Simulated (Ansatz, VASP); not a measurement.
**InSb in VASP and in Ansatz**

```
In Sb
1.0
     0.00000    3.33627    3.23910
     3.33627    0.00000    3.23910
     3.33627    3.33627    0.00000
In Sb
1 1
Direct
  0.00000 0.00000 0.00000
  0.75000 0.75000 0.75000
```

Change from the starting cell: equal xx and yy strain of +3 %, crystal datasets.

Alike in both runs: task electric field gradients; functional PBE; k mesh 10 × 10 × 10; occupations fermi-dirac, width 0.03 eV; no spin polarisation.

```csv
,VASP,Ansatz
version,VASP 6.6.1,Ansatz 0.2.0
potentials or method,"VASP PAW PBE potentials, release 64 (In_d, Sb), cutoff 520 eV","all-electron PAW with datasets made for the crystal, scalar-relativistic"
```

Ansatz gave:

```
pressure (GPa)                                                : 0.5
traceless stress, the component that is largest in VASP (GPa) : 0.48
size of Vzz on the site where it differs most (V/Å²)          : 9.2
```

**Question.** What did VASP give for the same quantities?

**Answer.** Pressure (GPa): 0.5; traceless stress, the component that is largest in VASP (GPa): 0.49; size of Vzz on the site where it differs most (V/Å²): 8.4.

Ansatz ran all-electron here, and VASP with PAW potentials.

Neither program's run includes spin-orbit coupling.
